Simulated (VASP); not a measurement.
Input of a VASP 6.6.1 run:

Contents of INCAR:

```
PREC = Accurate ; ENCUT = 520
EDIFF = 1E-6 ; ISMEAR = 0
SIGMA = 0.02 ; LREAL = False
LASPH = True ; NELM = 60
ALGO = Normal ; ISIF = 2
LWAVE = False ; LCHARG = False
GGA = PS ; NBANDS = 26
```

Contents of KPOINTS:

```
Automatic mesh
0
Gamma
  9 9 4
```

POSCAR

```
CdS
1.0
    4.1245340297      0.0000000000      0.0000000000
   -2.0622670149      3.5719512485      0.0000000000
    0.0000000000      0.0000000000      6.7092066191
Cd S
2 2
Direct
    0.3333333333      0.6666666667      0.0001786391
    0.6666666667      0.3333333333      0.5001786391
    0.3333333333      0.6666666667      0.3768213609
    0.6666666667      0.3333333333      0.8768213609
```

Potentials or basis: VASP PAW PBE potentials, release 64 (Cd, S).

Launch:

```bash
$ cat potpaw_PBE.64/Cd/POTCAR potpaw_PBE.64/S/POTCAR > POTCAR
$ mpirun -np 1 vasp_std > vasp.out
```

Q: Estimate the band gap on the k mesh.

A: 1.10 eV.

Q: What does it give for the pressure?

A: 0.4 GPa.

Forces in eV/Å, atoms in the order of the input:
```
Cd   0.000  0.000  0.002
Cd   0.000  0.000  0.002
S    0.000  0.000 -0.002
S    0.000  0.000 -0.002
```

Caveat: the PAW data sets were made with another functional, which shifts forces and pressure a little.
